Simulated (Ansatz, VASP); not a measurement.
WSe2 in VASP and in Ansatz

```xyz
6
Lattice="-3.2712 0.0000 0.0000 -1.6356 -2.8329 0.0000 -2.8621 -1.6524 13.2207" Properties=species:S:1:pos:R:3 pbc="T T T"
W    -1.6356   -0.9443    9.9155
W    -3.2712   -1.8886    3.3052
Se   -1.6356   -0.9443    1.6312
Se   -3.2712   -1.8886    8.2416
Se   -1.6356   -0.9443    4.9791
Se   -3.2712   -1.8886   11.5894
```

Alike in both runs: task single point; functional PBEsol; k mesh 9 × 9 × 2; occupations gaussian, width 0.05 eV; no spin polarisation.

|  | VASP | Ansatz |
| --- | --- | --- |
| version | VASP 6.6.1 | Ansatz 0.2.0 |
| potentials or method | VASP PAW PBE potentials, release 64 (W_sv, Se), cutoff 520 eV | scalar-relativistic, plane waves, PAW |
| valence electrons in the cell | 52 | 92 |

|  | VASP | Ansatz | Ansatz less VASP |
| --- | --- | --- | --- |
| gap on the k mesh at the Fermi level (eV) | 1.14 | 1.14 | +0.005 |
| least direct gap on the mesh (eV) | 1.63 | 1.63 | +0.003 |
| pressure (GPa) | 0.7 | 0.3 | -0.42 |
| traceless stress, the component that is largest in VASP (GPa) | 0.27 | 0.17 | -0.100 |
| rms of the force components (eV/Å) | 0.028 | 0.030 | +0.0024 |

VASP's potentials were made for PBE, not for PBEsol. Atom by atom the forces differ by 0.029 eV/Å (rms over components). VASP's potentials hold 52 valence electrons a cell and Ansatz's 92, so a difference there can come from the potentials and not from the codes.

Neither program's run includes spin-orbit coupling.
